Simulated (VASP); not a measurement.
# Bi (Pm-3m) in VASP: further runs

The runs below take Bi through single point, with PBE.

Everything below comes from runs of VASP 6.6.1. Logs are shortened: lines on timing, memory, paths and dates and some standing lists are left out, and cuts for length are marked.

## 1. The cell of the first run

It takes space group Pm-3m (No. 221, cubic). The conventional cell has a = 3.321 Å, b = 3.321 Å, c = 3.321 Å, α = 90.00°, β = 90.00°, γ = 90.00°. Bi (site symmetry m-3m) has 6 Bi at 3.32 Å within 4.4 Å.

This isn't the form of Bi at room conditions, which is rhombohedral.

## 2. Single point, PBE (36.61 Å³/atom)

File INCAR:

```
PREC     = Accurate       # precision mode
ENCUT    = 520            # plane-wave cutoff, eV
EDIFF    = 1E-6           # SCF threshold, eV
ISMEAR   = -1             # smearing method
SIGMA    = 0.1            # smearing width, eV
LREAL    = False          # projectors in reciprocal space
LASPH    = True           # aspherical terms in the spheres
NELM     = 100            # most SCF steps
ALGO     = Normal         # electronic algorithm
ISIF     = 2              # what is computed and relaxed
LWAVE    = False          # write WAVECAR
LCHARG   = False          # write CHGCAR
GGA      = PE             # functional
NBANDS   = 14             # bands
```

File KPOINTS:

```
Automatic mesh
0
Gamma
  16 16 16
```

File POSCAR:

```
Bi
1.0
    3.3205324981      0.0000000000      0.0000000000
    0.0000000000      3.3205324981      0.0000000000
    0.0000000000      0.0000000000      3.3205324981
Bi
1
Direct
    0.0000000000      0.0000000000      0.0000000000
```

Potentials or basis: VASP PAW PBE potentials, release 64 (Bi_d).

Run with:

```
> cat potpaw_PBE.64/Bi_d/POTCAR > POTCAR
> mpirun -np 1 vasp_std > vasp.out
```

OUTCAR:

```text
PREC = Accurate
   ENCUT = 520
   EDIFF = 1E-6
   ISMEAR = -1
   LREAL = False
   LASPH = True
   NELM = 100
   ISIF = 2
   GGA = PE

 ion  position               nearest neighbor table
   1  0.000  0.000  0.000-

  LATTYP: Found a simple cubic cell.
 ALAT       =     3.3205324981

  Lattice vectors:

 A1 = (   3.3205324981,   0.0000000000,   0.0000000000)
 A2 = (   0.0000000000,   3.3205324981,   0.0000000000)
 A3 = (   0.0000000000,   0.0000000000,   3.3205324981)

Analysis of symmetry for initial positions (statically):
=====================================================================
 Subroutine PRICEL returns:
 Original cell was already a primitive cell.

 Routine SETGRP: Setting up the symmetry group for a
 simple cubic supercell.

 Subroutine GETGRP returns: Found 48 space group operations
 (whereof 48 operations were pure point group operations)
 out of a pool of 48 trial point group operations.

The static configuration has the point symmetry O_h .

Analysis of symmetry for dynamics (positions and initial velocities):
=====================================================================
 Subroutine PRICEL returns:
 Original cell was already a primitive cell.

 Routine SETGRP: Setting up the symmetry group for a
 simple cubic supercell.

 Subroutine GETGRP returns: Found 48 space group operations
 (whereof 48 operations were pure point group operations)
 out of a pool of 48 trial point group operations.

The dynamic configuration has the point symmetry O_h .

 Subroutine INISYM returns: Found 48 space group operations
 (whereof 48 operations are pure point group operations),
 and found     1 'primitive' translations

----------------------------------------------------------------------------------------

                                     Primitive cell

  volume of cell :      36.6120

  direct lattice vectors                    reciprocal lattice vectors
     3.320532498  0.000000000  0.000000000     0.301156516  0.000000000  0.000000000
     0.000000000  3.320532498  0.000000000     0.000000000  0.301156516  0.000000000
     0.000000000  0.000000000  3.320532498     0.000000000  0.000000000  0.301156516

  length of vectors
     3.320532498  3.320532498  3.320532498     0.301156516  0.301156516  0.301156516

  position of ions in fractional coordinates (direct lattice)
     0.000000000  0.000000000  0.000000000

  ion indices of the primitive-cell ions
   primitive index   ion index
                 1           1

----------------------------------------------------------------------------------------

 KPOINTS: Automatic mesh

Automatic generation of k-mesh.
 Grid dimensions read from file:
 generate k-points for:   16   16   16

 Generating k-lattice:

  Cartesian coordinates                     Fractional coordinates (reciprocal lattice)
     0.018822282  0.000000000  0.000000000     0.062500000  0.000000000  0.000000000
     0.000000000  0.018822282  0.000000000     0.000000000  0.062500000  0.000000000
     0.000000000  0.000000000  0.018822282     0.000000000  0.000000000  0.062500000

  Length of vectors
     0.018822282  0.018822282  0.018822282

  Shift w.r.t. Gamma in fractional coordinates (k-lattice)
     0.000000000  0.000000000  0.000000000

 Subroutine IBZKPT returns following result:
 ===========================================

 Found    165 irreducible k-points:

 Following reciprocal coordinates:
            Coordinates               Weight
  0.000000  0.000000  0.000000      1.000000
  0.062500  0.000000  0.000000      6.000000
  0.125000  0.000000  0.000000      6.000000
  0.187500  0.000000  0.000000      6.000000
  0.250000  0.000000  0.000000      6.000000
  0.312500  0.000000  0.000000      6.000000
[... 16 lines left out ...]
  0.437500  0.125000  0.000000     24.000000
  0.500000  0.125000  0.000000     12.000000
 [... further k-points ...]
   k-points           NKPTS =    165   k-points in BZ     NKDIM =    165   number of bands    NBANDS=     14
   number of dos      NEDOS =    301   number of ions     NIONS =      1
   total plane-waves  NPLWV =  21952
   dimension x,y,z NGX =    28 NGY =   28 NGZ =   28
   dimension x,y,z NGXF=    56 NGYF=   56 NGZF=   56
   ions per type =               1
   NGX,Y,Z   is equivalent  to a cutoff of  14.02, 14.02, 14.02 a.u.
   NGXF,Y,Z  is equivalent  to a cutoff of  28.04, 28.04, 28.04 a.u.
 SYSTEM =  unknown system
   PREC   = accura    normal or accurate (medium, high low for compatibility)
   ISTART =      0    job   : 0-new  1-cont  2-samecut
   ICHARG =      2    charge: 1-file 2-atom 10-const
   ISPIN  =      1    spin polarized calculation?
   LNONCOLLINEAR =      F non collinear calculations
   LSORBIT =      F    spin-orbit coupling
   LASPH  =      T    aspherical Exc in radial PAW
   ENCUT  =  520.0 eV  38.22 Ry    6.18 a.u.   6.17  6.17  6.17*2*pi/ulx,y,z
   NELM   =    100;   NELMIN=  2; NELMDL= -5     # of ELM steps
   EDIFF  = 0.1E-05   stopping-criterion for ELM
   LREAL  =      F    real-space projection
   EDIFFG = 0.1E-04   stopping-criterion for IOM
   NSW    =      0    number of steps for IOM
   IBRION =     -1    ionic relax: 0-MD 1-quasi-New 2-CG
   NFREE  =      0    steps in history (QN), initial steepest desc. (CG)
   ISIF   =      2    stress and relaxation
   ISYM   =      2    0-nonsym 1-usesym 2-fastsym
   POTIM  = 0.5000    time-step for ionic-motion
   TEBEG  =    0.0;   TEEND  =   0.0 temperature during run
   PSTRESS=    0.0 pullay stress
   NELECT =      15.0000    total number of electrons
   NUPDOWN=      -1.0000    fix difference up-down
   EMIN   =  10.00;   EMAX   =-10.00  energy-range for DOS
   EFERMI =   0.00;   METHOD = LEGACY
   ISMEAR =    -1;   SIGMA  =   0.10  broadening in eV -4-tet -1-fermi 0-gaus
   EFERMI_NEDOS =   21; number of points for ismear=-14 and -15
   IALGO  =     38    algorithm
   IMIX   =      4    mixing-type and parameters
     AMIX     =   0.40;   BMIX     =  1.00
     AMIX_MAG =   1.60;   BMIX_MAG =  1.00
  volume/ion in A,a.u.               =      36.61       247.07
  Fermi-wavevector in a.u.,A,eV,Ry     =   1.215899  2.297716 20.114996  1.478410
  Thomas-Fermi vector in A             =   2.351271
   LORBIT       =      0    0 simple, 1 ext, 2 COOP (PROOUT), +10 PAW based schemes
   GGA     = PE    functional components
   LHFCALC =     F    Hartree Fock is set to
   AEXX    =    0.0000 exact exchange contribution
   IVDW    =     0    specifies the selected vdW correction
   LEPSILON=     F    determine dielectric tensor
   LRPA    =     F    only Hartree local field effects (RPA)
 non-spin polarized calculation
  energy-cutoff  :      520.00
  volume of cell :       36.61
 maximum number of plane-waves:      1021
 NGX is ok and might be reduce to    28
   NGX = 13   NGY = 13   NGZ = 13

 number of electron      15.0000004 magnetization

 Free energy of the ion-electron system (eV)
  ---------------------------------------------------
  ext. energy  EPLUGINS =         0.00000000
  ---------------------------------------------------
  free energy    TOTEN  =        -3.84188885 eV

  energy without entropy =       -3.81977115  energy(sigma->0) =       -3.83083000

 E-fermi :   5.8461     XC(G=0):  -9.3937

 val. band max:        5.8218508394   @ k =   0.5000   0.3125   0.3125
 cond. band min:       5.8509256487   @ k =   0.1875   0.1875   0.0625
 fundamental gap:      0.0290748093
 Fermi energy:         5.8461235403

 k-point     1 :       0.0000    0.0000    0.0000
  band No.  band energies     occupation
      1     -17.0053      2.00000
      2     -17.0053      2.00000
      3     -16.7446      2.00000
      4     -16.7446      2.00000
      5     -16.7446      2.00000
      6      -6.8504      2.00000
      7       8.8554      0.00000
      8       8.8554      0.00000
      9       8.8554      0.00000
     10      11.8560      0.00000
     11      13.5154      0.00000
     12      13.5154      0.00000
     13      22.5420      0.00000
     14      22.5420      0.00000

 k-point     2 :       0.0625    0.0000    0.0000
  band No.  band energies     occupation
      1     -17.0048      2.00000
      2     -16.9967      2.00000
      3     -16.7471      2.00000
      4     -16.7471      2.00000
      5     -16.7443      2.00000
      6      -6.8059      2.00000
      7       8.1854      0.00000
      8       8.9052      0.00000
      9       8.9052      0.00000
     10      12.1508      0.00000
     11      13.5536      0.00000
     12      14.0254      0.00000
     13      22.1501      0.00000
     14      22.4140      0.00000

 k-point     3 :       0.1250    0.0000    0.0000
  band No.  band energies     occupation
      1     -17.0037      2.00000
      2     -16.9726      2.00000
      3     -16.7544      2.00000
      4     -16.7544      2.00000
      5     -16.7437      2.00000
      6      -6.6739      2.00000
      7       6.8857      0.00006
      8       9.0511      0.00000
      9       9.0511      0.00000
     10      12.4828      0.00000
     11      13.6686      0.00000
     12      15.3981      0.00000
     13      21.2802      0.00000
     14      21.8669      0.00000
[... 324 lines left out ...]
 k-point    23 :       0.4375    0.1250    0.0000
  band No.  band energies     occupation
      1     -16.9717      2.00000
      2     -16.8213      2.00000
      3     -16.8079      2.00000
      4     -16.7785      2.00000
      5     -16.7490      2.00000
      6      -5.1021      2.00000
      7       1.6951      2.00000
      8       8.5948      0.00000
      9      10.6555      0.00000
     10      13.8204      0.00000
     11      15.2386      0.00000
     12      16.6693      0.00000
     13      17.6201      0.00000
     14      18.0160      0.00000

 k-point    24 :       0.5000    0.1250    0.0000
  band No.  band energies     occupation
      1     -16.9713      2.00000
      2     -16.8239      2.00000
      3     -16.8104      2.00000
      4     -16.7700      2.00000
      5     -16.7488      2.00000
      6      -5.0047      2.00000
      7       1.4742      2.00000
      8       8.7011      0.00000
      9      10.7432      0.00000
     10      13.6529      0.00000
     11      15.7052      0.00000
     12      16.0895      0.00000
     13      17.7848      0.00000
     14      17.8434      0.00000

 [... further k-points ...]

------------------------ aborting loop because EDIFF is reached ----------------------------------------

  FORCE on cell =-STRESS in cart. coord.  units (eV):
  Direction    XX          YY          ZZ          XY          YZ          ZX
  --------------------------------------------------------------------------------------
  -------------------------------------------------------------------------------------
  Total       -0.3833611     -0.3833611     -0.3833611     -0.0000000     -0.0000000     -0.0000000
  in kB      -16.7762685    -16.7762685    -16.7762685     -0.0000000     -0.0000000     -0.0000000
  external PRESSURE =     -16.7762685 kB  Pullay stress =       0.0000000 kB

 VOLUME and BASIS-vectors are now :
 -----------------------------------------------------------------------------
  energy-cutoff  :      520.00
  volume of cell :       36.61
      direct lattice vectors                 reciprocal lattice vectors
     3.320532498  0.000000000  0.000000000     0.301156516  0.000000000  0.000000000
     0.000000000  3.320532498  0.000000000     0.000000000  0.301156516  0.000000000
     0.000000000  0.000000000  3.320532498     0.000000000  0.000000000  0.301156516

 POSITION                                       TOTAL-FORCE (eV/Angst)
 -----------------------------------------------------------------------------------
      0.00000      0.00000      0.00000         0.000000      0.000000      0.000000
 -----------------------------------------------------------------------------------
    total drift:                               -0.000000     -0.000000     -0.000000

  FREE ENERGIE OF THE ION-ELECTRON SYSTEM (eV)
  ---------------------------------------------------
  free  energy   TOTEN  =        -3.8418888527 eV

  energy  without entropy=       -3.8197711474  energy(sigma->0) =       -3.83083000
```

It took 88 s on 1 thread of Intel Xeon 8259CL, shared host; peak memory 0.21 GiB.

What came out:

```yaml
Free_energy: -3.8419 eV
Pressure: -1.7 GPa
Band_gap_on_the_k_mesh: zero (an odd number of electrons rules out a gap without spin polarisation)
```

Caveat: spin-orbit coupling is left out, which moves the levels of the heavy elements.

## 3. Single point, PBE (38.02 Å³/atom)

This run uses another cell than the first one, of 38.02 Å³/atom.

File INCAR:

```
ALGO = Normal ; EDIFF = 1E-6
ENCUT = 520 ; GGA = PE
ISIF = 2 ; ISMEAR = -1
LASPH = True ; LCHARG = True
LELF = True ; LREAL = False
LVHAR = True ; LWAVE = False
NBANDS = 14 ; NELM = 100
PREC = Accurate ; SIGMA = 0.1
```

File KPOINTS:

```
k-points
0
Gamma
  16 16 16
```

File POSCAR:

```
Bi
1.0
    3.3625690176      0.0000000000      0.0000000000
    0.0000000000      3.3625690176      0.0000000000
    0.0000000000      0.0000000000      3.3625690176
Bi
1
Direct
    0.0000000000      0.0000000000      0.0000000000
```

Potentials or basis: VASP PAW PBE potentials, release 64 (Bi_d).

Run with:

```
> cat potpaw_PBE.64/Bi_d/POTCAR > POTCAR
> mpirun -np 1 vasp_std > vasp.out
```

It took 95 s on 1 thread of Intel Xeon 8259CL, shared host; peak memory 0.21 GiB.

The run converged. Its results:

```yaml
Free_energy: -3.8214 eV
Pressure: -3.0 GPa
Band_gap_on_the_k_mesh: zero (an odd number of electrons rules out a gap without spin polarisation)
```

Levels at points of the mesh, in eV from the Fermi level:
```tsv
k point	band 3	band 4	band 5	band 6	band 7	band 8	band 9	band 10	band 11	band 12
(0.00, 0.00, 0.00)	-22.58	-22.58	-22.58	-12.48	2.92	2.92	2.92	5.82	7.57	7.57
(0.50, 0.00, 0.00)	-22.63	-22.61	-22.57	-10.92	-4.34	4.50	4.50	9.15	9.49	9.82
(0.50, 0.50, 0.00)	-22.63	-22.63	-22.49	-9.39	-2.70	-2.70	2.99	6.09	11.74	11.74
(0.50, 0.50, 0.50)	-22.70	-22.48	-22.48	-7.85	-1.17	-1.17	-1.17	5.41	5.41	5.41
```

Caveat: spin-orbit coupling is left out, which moves the levels of the heavy elements.

(Continued in part 2 of 2.)
